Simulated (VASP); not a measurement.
Set up this calculation in VASP 6.6.1, as the native input.

```yaml
Task: single point
Functional: PBE
Potentials_or_basis: VASP PAW PBE potentials, release 64 (Al, Si)
Cutoff: 400 eV
k_mesh: 2 × 2 × 2
Occupations: methfessel-paxton, width 0.1 eV
Spin: no spin polarisation
Dipole_correction: no
Further_INCAR_settings: LREAL = Auto; ALGO = Normal; EDIFF = 1e-06; NBANDS = 80
```

The structure of Al36Si (a cell with a defect) lies in POSCAR:

```
Al36Si
1.0
    0.0000000000      6.0583944000      6.0583944000
    6.0583944000      0.0000000000      6.0583944000
    8.0778592000      8.0778592000      0.0000000000
Al Si
36 1
Direct
   -0.0017821554     -0.0024422312     -0.0033414794
   -0.0101662249     -0.0000944145      0.2480293294
   -0.0178009210      0.0124258995      0.4968126951
    0.0024452023     -0.0047127998      0.7411846198
   -0.0059787293      0.3308374080      0.0080597468
    0.0129568983      0.3191715284      0.2505717109
    0.0063327835      0.3286903045      0.5016000403
   -0.0030454439      0.3299843767      0.7529113035
    0.0536661991      0.6637476424     -0.0363125913
    0.0108257231      0.6600719986      0.2476270569
   -0.0148322301      0.6687540019      0.5034754134
   -0.0621767048      0.6625970076      0.7883960146
    0.3219877035      0.0025725463     -0.0012973115
    0.3254553715      0.0069224612      0.2404637110
    0.3318872736     -0.0043630372      0.4961749024
    0.3251046185      0.0044688408      0.7464781015
    0.3430289220      0.3245000854      0.0001772128
    0.3386639866      0.3259053257      0.2530791822
    0.3290442762      0.3419130323      0.5037099433
    0.3284619436      0.3261009221      0.7598741013
    0.3335218651      0.6633437401     -0.0000838093
    0.3159374206      0.6688272886      0.2522171345
    0.2282046048      0.6770212088      0.5778803993
    0.3626032501      0.6640374057      0.7437528126
    0.6678204212      0.0027811824     -0.0111036226
    0.6665986453     -0.0118804580      0.2457917934
    0.6563437006      0.0035418625      0.4965196719
    0.6534665356      0.0058801058      0.7476925322
    0.6701407554      0.3257320124      0.0022976385
    0.6641808430      0.3327559031      0.2524498694
    0.6700202615      0.3265964329      0.5053775882
    0.6738598101      0.3261934383      0.7498051588
    0.6318246630      0.6649428436      0.0086969825
    0.7632528018      0.6548773880      0.1766851173
    0.6806061520      0.6595131047      0.4986077871
    0.6603418721      0.6664809574      0.7504267344
    0.4941500672      0.6688501495      0.3762516683
```

The input as run:

INCAR

```
SYSTEM = Al36Si
PREC = Accurate
ENCUT = 400
EDIFF = 1E-6
ISMEAR = 1
SIGMA = 0.1
LREAL = Auto
LASPH = .True.
NELM = 120
ALGO = Normal
ISIF = 2
LWAVE = .False.
LCHARG = .True.
GGA = PE
LELF = .True.
LVHAR = .True.
NBANDS = 80
GGA_COMPAT = .False.
```

KPOINTS

```
regular mesh
0
Gamma
  2 2 2
  0 0 0
```

Potentials or basis: VASP PAW PBE potentials, release 64 (Al, Si).

Run with:

```console
$ cat potpaw_PBE.64/Al/POTCAR potpaw_PBE.64/Si/POTCAR > POTCAR
$ mpirun -np 1 vasp_std > vasp.out
```

It gave:

| Property | Result |
| --- | --- |
| Pressure | 5.0 GPa |
| Largest force | 0.027 eV/Å |
| Band gap on the k mesh | zero (bands 56 and 57 overlap by 0.97 eV) |

Caveat: the k points lie up to 0.45 Å⁻¹ apart, too coarse for converged energies and pressures of a metal.

It took 6.5 min on 1 thread of Oxide Virtual Turin-like Processor, on a shared host, peak memory 0.56 GiB.
